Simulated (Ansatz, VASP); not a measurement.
Two plane-wave programs on Ti3Br

```
Ti Br
1.0
     4.38364    0.00000    0.00000
     0.00000    4.38364    0.00000
     0.00000    0.00000    4.38364
Ti Br
3 1
Direct
  0.50000 0.00000 0.00000
  0.00000 0.50000 0.00000
  0.00000 0.00000 0.50000
  0.50000 0.50000 0.50000
```

Alike in both runs: task relaxation of cell and atoms; functional PBE; k mesh 4 × 4 × 4; occupations gaussian, width 0.1 eV; collinear spin.

|  | VASP | Ansatz |
| --- | --- | --- |
| version | VASP 6.6.1 | Ansatz 0.2.0 |
| potentials or method | VASP PAW PBE potentials, release 64 (Ti_sv, Br), cutoff 600 eV | scalar-relativistic, plane waves, PAW |
| valence electrons in the cell | 43 | 43 |

```csv
,VASP,Ansatz,Ansatz less VASP
"gap on the k mesh at the Fermi level, each at its own relaxed structure (eV)",none,none,-
net moment per atom (μB),0.00,0.00,0.000
relaxed volume (Å³/atom),17.06,17.11,+0.052
relaxed cell length with the largest relative difference (Å),4.087,4.091,+0.0041
```

A gap of «none» marks a metal or a gap that the smearing closes. Ansatz's warnings: seeded moment not kept.

Noted on VASP's run: the volume moved by over 15 % at a fixed basis, so the end points are rough.
